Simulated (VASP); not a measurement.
## In2O3: single point with LDA

In2O3:

```
In O
1.0
    -5.03321    5.03321    5.03321
     5.03321   -5.03321    5.03321
     5.03321    5.03321   -5.03321
In O
16 24
Direct
  0.50000 0.50000 0.50000
  0.50000 0.00000 0.00000
  0.00000 0.50000 0.00000
  0.00000 0.00000 0.50000
  0.25000 0.71637 0.46637
  0.75000 0.78363 0.03363
  0.46637 0.25000 0.71637
  0.03363 0.75000 0.78363
  0.71637 0.46637 0.25000
  0.78363 0.03363 0.75000
  0.75000 0.28363 0.53363
  0.25000 0.21637 0.96637
  0.53363 0.75000 0.28363
  0.96637 0.25000 0.21637
  0.28363 0.53363 0.75000
  0.21637 0.96637 0.25000
  0.53625 0.77204 0.54446
  0.72758 0.99179 0.95554
  0.96375 0.50821 0.23578
  0.77242 0.72796 0.26422
  0.54446 0.53625 0.77204
  0.95554 0.72758 0.99179
  0.23578 0.96375 0.50821
  0.26422 0.77242 0.72796
  0.77204 0.54446 0.53625
  0.99179 0.95554 0.72758
  0.50821 0.23578 0.96375
  0.72796 0.26422 0.77242
  0.46375 0.22796 0.45554
  0.27242 0.00821 0.04446
  0.03625 0.49179 0.76422
  0.22758 0.27204 0.73578
  0.45554 0.46375 0.22796
  0.04446 0.27242 0.00821
  0.76422 0.03625 0.49179
  0.73578 0.22758 0.27204
  0.22796 0.45554 0.46375
  0.00821 0.04446 0.27242
  0.49179 0.76422 0.03625
  0.27204 0.73578 0.22758
```

```
Program                : VASP 6.6.1
Task                   : single point
Functional             : LDA
Potentials or basis    : VASP PAW LDA potentials, release 64 (In_d, O)
Cutoff                 : 520 eV
k mesh                 : 2 × 2 × 2
Occupations            : gaussian, width 0.01 eV
Spin                   : no spin polarisation
Dipole correction      : no
Further INCAR settings : LREAL = Auto; ALGO = Normal; EDIFF = 1e-06; NBANDS = 202
```

```yaml
Pressure: 0.4 GPa
Largest_force: 0.015 eV/Å
Band_gap_on_the_k_mesh: 1.18 eV
```

Forces on the atoms (eV/Å):
```
In   0.000  0.000  0.000
In   0.000  0.000  0.000
In   0.000  0.000  0.000
In   0.000  0.000  0.000
In  -0.015  0.000  0.000
In   0.015  0.000  0.000
In   0.000 -0.015  0.000
In   0.000  0.015  0.000
In   0.000  0.000 -0.015
In   0.000  0.000  0.015
In   0.015  0.000  0.000
In  -0.015  0.000  0.000
In   0.000  0.015  0.000
In   0.000 -0.015  0.000
In   0.000  0.000  0.015
In   0.000  0.000 -0.015
O    0.008  0.004 -0.004
O   -0.008 -0.004 -0.004
O    0.008 -0.004  0.004
O   -0.008  0.004  0.004
O   -0.004  0.008  0.004
O   -0.004 -0.008 -0.004
O    0.004  0.008 -0.004
O    0.004 -0.008  0.004
O    0.004 -0.004  0.008
O   -0.004 -0.004 -0.008
O   -0.004  0.004  0.008
O    0.004  0.004 -0.008
O   -0.008 -0.004  0.004
O    0.008  0.004  0.004
O   -0.008  0.004 -0.004
O    0.008 -0.004 -0.004
O    0.004 -0.008 -0.004
O    0.004  0.008  0.004
O   -0.004 -0.008  0.004
O   -0.004  0.008 -0.004
O   -0.004  0.004 -0.008
O    0.004  0.004  0.008
O    0.004 -0.004 -0.008
O   -0.004 -0.004  0.008
```

Levels at points of the mesh, in eV from the valence-band top:
```
           k point  band 173  band 174  band 175  band 176  band 177  band 178  band 179  band 180
(0.00, 0.00, 0.00)     -0.26      0.00      0.00      0.00      1.18      5.49      5.49      5.49
(0.50, 0.00, 0.00)     -0.16     -0.16     -0.04     -0.04      3.26      3.26      5.00      5.00
(0.50, 0.50, 0.50)     -0.24     -0.24     -0.24     -0.17      4.12      4.12      4.12      4.19
```

Run time: 9.1 min on 1 thread of AMD EPYC 9R45 96-Core Processor (Zen 5), on a shared host, peak memory 0.56 GiB.

Caveat: the k points lie up to 0.44 Å⁻¹ apart; spin-orbit coupling is left out, which moves the levels of the heavy elements.
